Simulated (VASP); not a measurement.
Input of a VASP 6.6.1 run:

POSCAR

```
Si
1.0
    0.0000000000      2.7154700000      2.7833567500
    2.7154700000      0.0000000000      2.7833567500
    2.7154700000      2.7154700000      0.0000000000
Si
2
Direct
    0.5000000000      0.5000000000      0.5000000000
    0.7500000000      0.7500000000      0.7500000000
```

Contents of INCAR.step1:

```
SYSTEM = Si
PREC = Accurate
ENCUT = 520
ISMEAR = 0
SIGMA = 0.05
LREAL = .FALSE.
LASPH = .TRUE.
NELM = 80
NBANDS = 11
GGA = PE
ALGO = Normal
EDIFF = 1E-4
LWAVE = .TRUE.
LCHARG = .FALSE.
```

File INCAR.step2:

```
SYSTEM = Si
PREC = Accurate
ENCUT = 520
EDIFF = 1E-6
ISMEAR = 0
SIGMA = 0.05
LREAL = .FALSE.
LASPH = .TRUE.
NELM = 80
ALGO = Normal
ISIF = 2
LWAVE = .FALSE.
LCHARG = .FALSE.
METAGGA = R2SCAN
LMIXTAU = .TRUE.
NBANDS = 11
ISTART = 1
```

The input KPOINTS:

```
regular mesh
0
G
  10 10 10
  0 0 0
```

Potentials or basis: VASP PAW PBE potentials, release 64 (Si).

Launch:

```bash
$ cat potpaw_PBE.64/Si/POTCAR > POTCAR
$ cp INCAR.step1 INCAR
$ mpirun -np 1 vasp_std > vasp.out
$ cp INCAR.step2 INCAR
$ mpirun -np 1 vasp_std > vasp.out
```

Problem. Estimate the band gap on the k mesh.

Solution. 0.68 eV, indirect (least direct gap 2.65 eV).

Problem. What does it give for the pressure?

Solution. -1.9 GPa.

Stress tensor (GPa, compression positive):
```
-0.95  0.00  0.00
 0.00 -0.95  0.00
 0.00  0.00 -3.69
```

Caveat: the cell differs from its parent crystal (strain +0.0250 x Voigt [0, 0, 1, 0, 0, 0]); the PAW data sets were made with another functional, which shifts forces and pressure a little. A k mesh can miss the band edges.
